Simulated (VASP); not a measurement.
A run of VASP 6.6.1 is set up as follows.

File INCAR:

```
  ALGO = Normal
  EDIFF = 1E-7
  ENCUT = 520
  GGA = PE
  ISIF = 2
  ISMEAR = -1
  LASPH = T
  LCHARG = T
  LELF = T
  LREAL = F
  LVHAR = T
  LWAVE = F
  NBANDS = 33
  NELM = 60
  PREC = Accurate
  SIGMA = 0.02
```

File KPOINTS:

```
k-points
0
Gamma
  6 6 8
```

POSCAR

```
TiO2
1.0
    4.4589478892      0.0000000000      0.0000000000
    0.0000000000      4.4589478892      0.0000000000
    0.0000000000      0.0000000000      3.0188349943
Ti O
2 4
Direct
    0.0000000000      0.0000000000      0.0000000000
    0.5000000000      0.5000000000      0.5000000000
    0.3040754729      0.3040754729      0.0000000000
    0.1959245271      0.8040754729      0.5000000000
    0.8040754729      0.1959245271      0.5000000000
    0.6959245271      0.6959245271      0.0000000000
```

Potentials or basis: VASP PAW PBE potentials, release 64 (Ti_sv, O).

Run with:

```bash
$ cat potpaw_PBE.64/Ti_sv/POTCAR potpaw_PBE.64/O/POTCAR > POTCAR
$ mpirun -np 1 vasp_std > vasp.out
```

Task: Predict the largest force.

Result: 0.039 eV/Å.

Task: Predict the band gap on the k mesh.

Result: 1.89 eV, direct.

Task: Predict the pressure.

Result: 14.4 GPa.

Stress tensor (GPa, compression positive):
```
18.36  0.00  0.00
 0.00 18.36  0.00
 0.00  0.00  6.36
```

Caveat: the cell differs from its parent crystal (epitaxial xy strain -3.0%). A k mesh can miss the band edges.
